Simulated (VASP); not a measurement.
## Ru: single point with LDA

The system is Ru.

```xyz
4
Lattice="2.6280 0.0000 0.0000 -1.3140 2.2759 0.0000 0.0000 0.0000 8.4388" Properties=species:S:1:pos:R:3 pbc="T T T"
Ru    0.0000    0.0000    8.4388
Ru    0.0000    0.0000    4.2194
Ru    0.0000    1.5173    2.1097
Ru    1.3140    0.7586    6.3291
```

```
Program             : VASP 6.6.1
Task                : single point
Functional          : LDA
Potentials or basis : VASP PAW LDA potentials, release 64 (Ru_sv)
Cutoff              : 560 eV
k mesh              : 15 × 15 × 4
Occupations         : fermi-dirac, width 0.1 eV
Spin                : no spin polarisation
```

- Pressure: 16.7 GPa
- Band gap on the k mesh: zero (bands 32 and 33 overlap by 3.20 eV)

Stress tensor (GPa, compression positive):
```
15.94  0.00  0.00
 0.00 15.94  0.00
 0.00  0.00 18.10
```

Levels at points of the mesh, in eV from the Fermi level:
```csv
k point,band 28,band 29,band 30,band 31,band 32,band 33,band 34,band 35,band 36,band 37
"(0.00, 0.00, 0.00)",-2.52,-2.52,-2.40,-2.40,-0.92,-0.92,-0.11,-0.11,0.67,0.67
"(0.00, 0.00, 0.50)",-2.73,-2.73,-2.73,-0.65,-0.65,-0.44,-0.44,-0.44,-0.44,1.23
```

It took 2.3 min on 1 thread of Intel(R) Xeon(R) Platinum 8259CL CPU @ 2.50GHz (Skylake/Cascade Lake) (shared host), peak memory 0.23 GiB.

Caveat: the cell stands under pressure.
